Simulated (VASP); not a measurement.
A run of VASP 6.6.1:

The input INCAR:

```
SYSTEM = ZnO
PREC = Accurate
ENCUT = 520
EDIFF = 1E-7
ISMEAR = -1
SIGMA = 0.02
LREAL = .False.
LASPH = .True.
NELM = 60
ALGO = Normal
ISIF = 2
LWAVE = .False.
LCHARG = .False.
GGA = PE
NBANDS = 16
```

The input KPOINTS:

```
regular mesh
0
Gamma
  8 8 8
  0 0 0
```

POSCAR

```
ZnO
1.0
    2.6607897272      0.0000000000      0.0000000000
    0.0000000000      2.6607897272      0.0000000000
    0.0000000000      0.0000000000      2.6607897272
Zn O
1 1
Direct
    0.0000000000      0.0000000000      0.0000000000
    0.5000000000      0.5000000000      0.5000000000
```

Potentials or basis: VASP PAW PBE potentials, release 64 (Zn, O).

The run is started by

```bash
$ cat potpaw_PBE.64/Zn/POTCAR potpaw_PBE.64/O/POTCAR > POTCAR
$ mpirun -np 1 vasp_std > vasp.out
```

Hardware: 1 thread of Intel Xeon 6975P-C, with other jobs on the host.

Estimate the wall time of this run.

It took 7.3 s on 1 thread of Intel Xeon 6975P-C (shared host), peak memory 0.13 GiB. Counts: scf iterations 14, k points 35.
